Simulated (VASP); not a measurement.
# Ca (Im-3m) in VASP: a series of runs

Runs on Ca. Level: BLYP. Tasks: single point.

Program: VASP 6.6.1. These are calculated values, not measurements. Logs are shortened: lines on timing, memory, paths and dates and some standing lists are left out, and cuts for length are marked.

### 1 The cell of the first run

The structure is cubic, space group Im-3m (No. 229). The conventional cell has a = 4.392 Å, b = 4.392 Å, c = 4.392 Å, α = 90.00°, β = 90.00°, γ = 90.00°. Within 5.0 Å of Ca (site symmetry m-3m) lie 14 Ca at 3.80 to 4.39 Å.

### 2 Single point, BLYP

File INCAR:

```
PREC     = Accurate       # precision mode
ENCUT    = 520            # plane-wave cutoff, eV
EDIFF    = 1E-7           # SCF threshold, eV
ISMEAR   = -1             # smearing method
SIGMA    = 0.1            # smearing width, eV
LREAL    = F              # projectors in reciprocal space
LASPH    = T              # aspherical terms in the spheres
NELM     = 100            # most SCF steps
ALGO     = Normal         # electronic algorithm
ISIF     = 2              # what is computed and relaxed
LWAVE    = F              # write WAVECAR
LCHARG   = F              # write CHGCAR
GGA      = B5             # functional
ALDAX    = 1.0          
AGGAX    = 1.0          
AGGAC    = 1.0          
ALDAC    = 0.0          
NBANDS   = 11             # bands
```

File KPOINTS:

```
regular mesh
0
Gamma
  10 10 10
```

File POSCAR:

```
Ca
1.0
   -2.1961492074      2.1961492074      2.1961492074
    2.1961492074     -2.1961492074      2.1961492074
    2.1961492074      2.1961492074     -2.1961492074
Ca
1
Direct
    0.0000000000      0.0000000000      0.0000000000
```

Potentials or basis: VASP PAW PBE potentials, release 64 (Ca_sv).

Run with:

```bash
> cat potpaw_PBE.64/Ca_sv/POTCAR > POTCAR
> mpirun -np 1 vasp_std > vasp.out
```

OUTCAR:

```text
PREC = Accurate
   ENCUT = 520
   EDIFF = 1E-7
   ISMEAR = -1
   LREAL = F
   LASPH = T
   NELM = 100
   ISIF = 2
   GGA = B5

 ion  position               nearest neighbor table
   1  0.000  0.000  0.000-

  LATTYP: Found a body centered cubic cell.
 ALAT       =     4.3922984148

  Lattice vectors:

 A1 = (  -2.1961492074,   2.1961492074,   2.1961492074)
 A2 = (   2.1961492074,  -2.1961492074,   2.1961492074)
 A3 = (   2.1961492074,   2.1961492074,  -2.1961492074)

Analysis of symmetry for initial positions (statically):
=====================================================================
 Subroutine PRICEL returns:
 Original cell was already a primitive cell.

 Routine SETGRP: Setting up the symmetry group for a
 body centered cubic supercell.

 Subroutine GETGRP returns: Found 48 space group operations
 (whereof 48 operations were pure point group operations)
 out of a pool of 48 trial point group operations.

The static configuration has the point symmetry O_h .

Analysis of symmetry for dynamics (positions and initial velocities):
=====================================================================
 Subroutine PRICEL returns:
 Original cell was already a primitive cell.

 Routine SETGRP: Setting up the symmetry group for a
 body centered cubic supercell.

 Subroutine GETGRP returns: Found 48 space group operations
 (whereof 48 operations were pure point group operations)
 out of a pool of 48 trial point group operations.

The dynamic configuration has the point symmetry O_h .

 Subroutine INISYM returns: Found 48 space group operations
 (whereof 48 operations are pure point group operations),
 and found     1 'primitive' translations

----------------------------------------------------------------------------------------

                                     Primitive cell

  volume of cell :      42.3687

  direct lattice vectors                    reciprocal lattice vectors
    -2.196149207  2.196149207  2.196149207     0.000000000  0.227671234  0.227671234
     2.196149207 -2.196149207  2.196149207     0.227671234  0.000000000  0.227671234
     2.196149207  2.196149207 -2.196149207     0.227671234  0.227671234  0.000000000

  length of vectors
     3.803842008  3.803842008  3.803842008     0.321975747  0.321975747  0.321975747

  position of ions in fractional coordinates (direct lattice)
     0.000000000  0.000000000  0.000000000

  ion indices of the primitive-cell ions
   primitive index   ion index
                 1           1

----------------------------------------------------------------------------------------

 KPOINTS: regular mesh

Automatic generation of k-mesh.
 Grid dimensions read from file:
 generate k-points for:   10   10   10

 Generating k-lattice:

  Cartesian coordinates                     Fractional coordinates (reciprocal lattice)
     0.000000000  0.022767123  0.022767123     0.100000000  0.000000000  0.000000000
     0.022767123  0.000000000  0.022767123     0.000000000  0.100000000  0.000000000
     0.022767123  0.022767123  0.000000000     0.000000000  0.000000000  0.100000000

  Length of vectors
     0.032197575  0.032197575  0.032197575

  Shift w.r.t. Gamma in fractional coordinates (k-lattice)
     0.000000000  0.000000000  0.000000000

 Subroutine IBZKPT returns following result:
 ===========================================

 Found     47 irreducible k-points:

 Following reciprocal coordinates:
            Coordinates               Weight
  0.000000  0.000000  0.000000      1.000000
  0.100000  0.000000  0.000000     12.000000
  0.200000  0.000000  0.000000     12.000000
  0.300000  0.000000  0.000000     12.000000
  0.400000  0.000000  0.000000     12.000000
  0.500000  0.000000  0.000000      6.000000
[... 16 lines left out ...]
  0.300000  0.300000  0.100000      8.000000
 -0.300000  0.300000  0.100000     24.000000
 [... further k-points ...]
   k-points           NKPTS =     47   k-points in BZ     NKDIM =     47   number of bands    NBANDS=     11
   number of dos      NEDOS =    301   number of ions     NIONS =      1
   total plane-waves  NPLWV =  21952
   dimension x,y,z NGX =    28 NGY =   28 NGZ =   28
   dimension x,y,z NGXF=    56 NGYF=   56 NGZF=   56
   ions per type =               1
   NGX,Y,Z   is equivalent  to a cutoff of  12.24, 12.24, 12.24 a.u.
   NGXF,Y,Z  is equivalent  to a cutoff of  24.47, 24.47, 24.47 a.u.
 SYSTEM =  unknown system
   PREC   = accura    normal or accurate (medium, high low for compatibility)
   ISTART =      0    job   : 0-new  1-cont  2-samecut
   ICHARG =      2    charge: 1-file 2-atom 10-const
   ISPIN  =      1    spin polarized calculation?
   LNONCOLLINEAR =      F non collinear calculations
   LSORBIT =      F    spin-orbit coupling
   LASPH  =      T    aspherical Exc in radial PAW
   ENCUT  =  520.0 eV  38.22 Ry    6.18 a.u.   7.07  7.07  7.07*2*pi/ulx,y,z
   NELM   =    100;   NELMIN=  2; NELMDL= -5     # of ELM steps
   EDIFF  = 0.1E-06   stopping-criterion for ELM
   LREAL  =      F    real-space projection
   EDIFFG = 0.1E-05   stopping-criterion for IOM
   NSW    =      0    number of steps for IOM
   IBRION =     -1    ionic relax: 0-MD 1-quasi-New 2-CG
   NFREE  =      0    steps in history (QN), initial steepest desc. (CG)
   ISIF   =      2    stress and relaxation
   ISYM   =      2    0-nonsym 1-usesym 2-fastsym
   POTIM  = 0.5000    time-step for ionic-motion
   TEBEG  =    0.0;   TEEND  =   0.0 temperature during run
   PSTRESS=    0.0 pullay stress
   NELECT =      10.0000    total number of electrons
   NUPDOWN=      -1.0000    fix difference up-down
   EMIN   =  10.00;   EMAX   =-10.00  energy-range for DOS
   EFERMI =   0.00;   METHOD = LEGACY
   ISMEAR =    -1;   SIGMA  =   0.10  broadening in eV -4-tet -1-fermi 0-gaus
   EFERMI_NEDOS =   21; number of points for ismear=-14 and -15
   IALGO  =     38    algorithm
   IMIX   =      4    mixing-type and parameters
     AMIX     =   0.40;   BMIX     =  1.00
     AMIX_MAG =   1.60;   BMIX_MAG =  1.00
  volume/ion in A,a.u.               =      42.37       285.92
  Fermi-wavevector in a.u.,A,eV,Ry     =   1.011718  1.911871 13.926572  1.023574
  Thomas-Fermi vector in A             =   2.144785
   LORBIT       =      0    0 simple, 1 ext, 2 COOP (PROOUT), +10 PAW based schemes
   GGA     = B5    functional components
   LHFCALC =     F    Hartree Fock is set to
   AEXX    =    0.0000 exact exchange contribution
   IVDW    =     0    specifies the selected vdW correction
   LEPSILON=     F    determine dielectric tensor
   LRPA    =     F    only Hartree local field effects (RPA)
 non-spin polarized calculation
  energy-cutoff  :      520.00
  volume of cell :       42.37
 maximum number of plane-waves:      1157
   NGX = 15   NGY = 15   NGZ = 15

 number of electron      10.0000002 magnetization

 Free energy of the ion-electron system (eV)
  ---------------------------------------------------
  ext. energy  EPLUGINS =         0.00000000
  ---------------------------------------------------
  free energy    TOTEN  =        -1.25254465 eV

  energy without entropy =       -1.20519497  energy(sigma->0) =       -1.22886981

 E-fermi :   2.4142     XC(G=0):  -7.2922

 val. band max:        2.4065564640   @ k =   0.5000   0.5000   0.3000
 cond. band min:       2.4354151115   @ k =   0.5000   0.5000   0.2000
 fundamental gap:      0.0288586475
 Fermi energy:         2.4141980793

 k-point     1 :       0.0000    0.0000    0.0000
  band No.  band energies     occupation
      1     -39.6343      2.00000
      2     -20.6716      2.00000
      3     -20.6716      2.00000
      4     -20.6716      2.00000
      5      -1.5857      2.00000
      6       4.5228      0.00000
      7       4.5228      0.00000
      8       4.5228      0.00000
      9       5.5320      0.00000
     10       5.5320      0.00000
     11      12.7353      0.00000

 k-point     2 :       0.1000    0.0000    0.0000
  band No.  band energies     occupation
      1     -39.6328      2.00000
      2     -20.6850      2.00000
      3     -20.6761      2.00000
      4     -20.6715      2.00000
      5      -1.4052      2.00000
      6       4.4201      0.00000
      7       4.4560      0.00000
      8       4.6563      0.00000
      9       5.4210      0.00000
     10       5.5370      0.00000
     11      12.4325      0.00000

 k-point     3 :       0.2000    0.0000    0.0000
  band No.  band energies     occupation
      1     -39.6291      2.00000
      2     -20.7201      2.00000
      3     -20.6878      2.00000
      4     -20.6715      2.00000
      5      -0.8825      2.00000
      6       4.1295      0.00000
      7       4.1710      0.00000
      8       5.0403      0.00000
      9       5.3328      0.00000
     10       5.5665      0.00000
     11      11.0392      0.00000

 k-point     4 :       0.3000    0.0000    0.0000
  band No.  band energies     occupation
      1     -39.6245      2.00000
      2     -20.7629      2.00000
      3     -20.7023      2.00000
      4     -20.6714      2.00000
      5      -0.0793      2.00000
      6       3.5685      0.00002
      7       3.8949      0.00000
      8       5.4048      0.00000
      9       5.6153      0.00000
     10       5.6400      0.00000
     11       9.2998      0.00000

 k-point     5 :       0.4000    0.0000    0.0000
  band No.  band energies     occupation
      1     -39.6208      2.00000
      2     -20.7971      2.00000
      3     -20.7139      2.00000
      4     -20.6713      2.00000
      5       0.8678      2.00000
      6       2.9506      0.00932
      7       3.6919      0.00001
      8       5.4574      0.00000
      9       5.7374      0.00000
     10       6.2290      0.00000
     11       7.9976      0.00000
[... 211 lines left out ...]
 k-point    21 :       0.3000    0.2000    0.1000
  band No.  band energies     occupation
      1     -39.6189      2.00000
      2     -20.7809      2.00000
      3     -20.7332      2.00000
      4     -20.6958      2.00000
      5       1.9709      1.97651
      6       2.7352      0.07761
      7       3.1560      0.00120
      8       5.6630      0.00000
      9       5.7907      0.00000
     10       6.8563      0.00000
     11       7.1120      0.00000

 k-point    22 :      -0.2000    0.2000    0.1000
  band No.  band energies     occupation
      1     -39.6278      2.00000
      2     -20.7199      2.00000
      3     -20.6925      2.00000
      4     -20.6825      2.00000
      5      -0.7124      2.00000
      6       4.1785      0.00000
      7       4.2574      0.00000
      8       4.9215      0.00000
      9       5.0095      0.00000
     10       5.7484      0.00000
     11      11.0921      0.00000

 k-point    23 :       0.3000    0.3000    0.1000
  band No.  band energies     occupation
      1     -39.6184      2.00000
      2     -20.7584      2.00000
      3     -20.7584      2.00000
      4     -20.7002      2.00000
      5       2.6498      0.17326
      6       2.6498      0.17326
      7       2.7499      0.06734
      8       5.7652      0.00000
      9       5.7652      0.00000
     10       6.3985      0.00000
     11       7.7613      0.00000

 k-point    24 :      -0.3000    0.3000    0.1000
  band No.  band energies     occupation
      1     -39.6233      2.00000
      2     -20.7610      2.00000
      3     -20.7072      2.00000
      4     -20.6819      2.00000
      5       0.0786      2.00000
      6       3.5897      0.00002
      7       4.0051      0.00000
      8       5.0388      0.00000
      9       5.5796      0.00000
     10       5.7731      0.00000
     11       9.3363      0.00000

 [... further k-points ...]

------------------------ aborting loop because EDIFF is reached ----------------------------------------

  FORCE on cell =-STRESS in cart. coord.  units (eV):
  Direction    XX          YY          ZZ          XY          YZ          ZX
  --------------------------------------------------------------------------------------
  -------------------------------------------------------------------------------------
  Total        0.0053044      0.0053044      0.0053044     -0.0000000     -0.0000000      0.0000000
  in kB        0.2005860      0.2005860      0.2005860     -0.0000000     -0.0000000      0.0000000
  external PRESSURE =       0.2005860 kB  Pullay stress =       0.0000000 kB

 VOLUME and BASIS-vectors are now :
 -----------------------------------------------------------------------------
  energy-cutoff  :      520.00
  volume of cell :       42.37
      direct lattice vectors                 reciprocal lattice vectors
    -2.196149207  2.196149207  2.196149207     0.000000000  0.227671234  0.227671234
     2.196149207 -2.196149207  2.196149207     0.227671234  0.000000000  0.227671234
     2.196149207  2.196149207 -2.196149207     0.227671234  0.227671234  0.000000000

 POSITION                                       TOTAL-FORCE (eV/Angst)
 -----------------------------------------------------------------------------------
      0.00000      0.00000      0.00000        -0.000000      0.000000     -0.000000
 -----------------------------------------------------------------------------------
    total drift:                                0.000000      0.000000      0.000000

  FREE ENERGIE OF THE ION-ELECTRON SYSTEM (eV)
  ---------------------------------------------------
  free  energy   TOTEN  =        -1.2525446523 eV

  energy  without entropy=       -1.2051949747  energy(sigma->0) =       -1.22886981
```

Run time: 17 s. Hardware: 1 thread of AMD EPYC 9R45 (Zen 5), shared host; peak memory 0.13 GiB.

What came out:

| Property | Result |
| --- | --- |
| Free energy | -1.2525 eV |
| Pressure | 0.0 GPa |
| Band gap on the k mesh | zero (band 5 reaches 2.65 eV, above the bottom of band 6 at 2.40 eV) |

Levels at points of the mesh, in eV from the Fermi level:
| k point | band 2 | band 3 | band 4 | band 5 | band 6 | band 7 | band 8 | band 9 |
| --- | --- | --- | --- | --- | --- | --- | --- | --- |
| (0.00, 0.00, 0.00) | -23.09 | -23.09 | -23.09 | -4.00 | 2.11 | 2.11 | 2.11 | 3.12 |
| (0.50, 0.00, 0.00) | -23.22 | -23.13 | -23.09 | -0.92 | 0.08 | 1.20 | 3.02 | 3.37 |
| (0.50, 0.50, 0.50) | -23.19 | -23.19 | -23.19 | -0.01 | -0.01 | 3.90 | 3.90 | 3.90 |

Caveat: the PAW data sets were made with another functional, which shifts forces and pressure a little.

### 3 Single point, BLYP (volume scaled by 0.88)

File INCAR:

```
SYSTEM = Ca
PREC = Accurate
ENCUT = 520
EDIFF = 1E-7
ISMEAR = -1
SIGMA = 0.1
LREAL = .False.
LASPH = .True.
NELM = 60
ALGO = Normal
ISIF = 2
LWAVE = .False.
LCHARG = .False.
GGA = B5
ALDAX = 1.0
AGGAX = 1.0
AGGAC = 1.0
ALDAC = 0.0
NBANDS = 11
```

File KPOINTS:

```
regular mesh
0
Gamma
  11 11 11
  0 0 0
```

File POSCAR:

```
Ca
1.0
   -2.1045345843      2.1045345843      2.1045345843
    2.1045345843     -2.1045345843      2.1045345843
    2.1045345843      2.1045345843     -2.1045345843
Ca
1
Direct
    0.0000000000      0.0000000000      0.0000000000
```

Potentials or basis: VASP PAW PBE potentials, release 64 (Ca_sv).

Run with:

```bash
> cat potpaw_PBE.64/Ca_sv/POTCAR > POTCAR
> mpirun -np 1 vasp_std > vasp.out
```

Run time: 18 s. Hardware: 1 thread of AMD EPYC 9R45 (Zen 5), shared host; peak memory 0.13 GiB.

Results (log left out):

```
Free energy            : -1.2137 eV
Pressure               : 2.5 GPa
Band gap on the k mesh : zero (band 5 reaches 3.27 eV, above the bottom of band 6 at 2.83 eV)
```

Levels at points of the mesh, in eV from the Fermi level:
```
           k point  band 2  band 3  band 4  band 5  band 6  band 7  band 8  band 9
(0.00, 0.00, 0.00)  -22.75  -22.75  -22.75   -4.20    2.32    2.32    2.32    3.46
```

Caveat: the PAW data sets were made with another functional, which shifts forces and pressure a little.

### 4 Single point, BLYP (volume scaled by 0.92)

File INCAR:

```
PREC = Accurate
ENCUT = 520
EDIFF = 1E-7
ISMEAR = -1
SIGMA = 0.1
LREAL = F
LASPH = T
NELM = 80
ALGO = Normal
ISIF = 2
LWAVE = F
LCHARG = F
GGA = B5
ALDAX = 1.0
AGGAX = 1.0
AGGAC = 1.0
ALDAC = 0.0
NBANDS = 11
```

File KPOINTS:

```
Automatic mesh
0
Gamma
  11 11 11
```

File POSCAR:

```
Ca
1.0
   -2.1359501798      2.1359501798      2.1359501798
    2.1359501798     -2.1359501798      2.1359501798
    2.1359501798      2.1359501798     -2.1359501798
Ca
1
Direct
    0.0000000000      0.0000000000      0.0000000000
```

Run with:

```bash
> cat potpaw_PBE.64/Ca_sv/POTCAR > POTCAR
> mpirun -np 1 vasp_std > vasp.out
```

Run time: 18 s. Hardware: 1 thread of AMD EPYC 9R45 (Zen 5), shared host; peak memory 0.13 GiB.

The run converged. Its results:

```
Free energy            : -1.2352 eV
Pressure               : 1.5 GPa
Band gap on the k mesh : zero (band 5 reaches 3.06 eV, above the bottom of band 6 at 2.70 eV)
```

Levels at points of the mesh, in eV from the Fermi level:
```tsv
k point	band 1	band 2	band 3	band 4	band 5	band 6	band 7	band 8	band 9	band 10
(0.00, 0.00, 0.00)	-41.84	-22.87	-22.87	-22.87	-4.13	2.25	2.25	2.25	3.34	3.34
```

Caveat: the PAW data sets were made with another functional, which shifts forces and pressure a little.

### 5 The runs side by side

| cell | k mesh | gap on the mesh (eV) | pressure (GPa) |
| --- | --- | --- | --- |
| a = 3.804 Å, angles 109.5°, 1 atom | 10 × 10 × 10 | none | 0.0 |
| a = 3.645 Å, angles 109.5°, 1 atom | 11 × 11 × 11 | none | 2.5 |
| a = 3.700 Å, angles 109.5°, 1 atom | 11 × 11 × 11 | none | 1.5 |

Alike in all rows: task single point; level BLYP; potentials or basis VASP PAW PBE potentials, release 64 (Ca_sv); no spin polarisation; cutoff (eV) 520; smearing fermi-dirac 0.1 eV.

Caveats: the PAW data sets were made with another functional, which shifts forces and pressure a little.

Absolute energies hang on the potentials; compare differences alone.
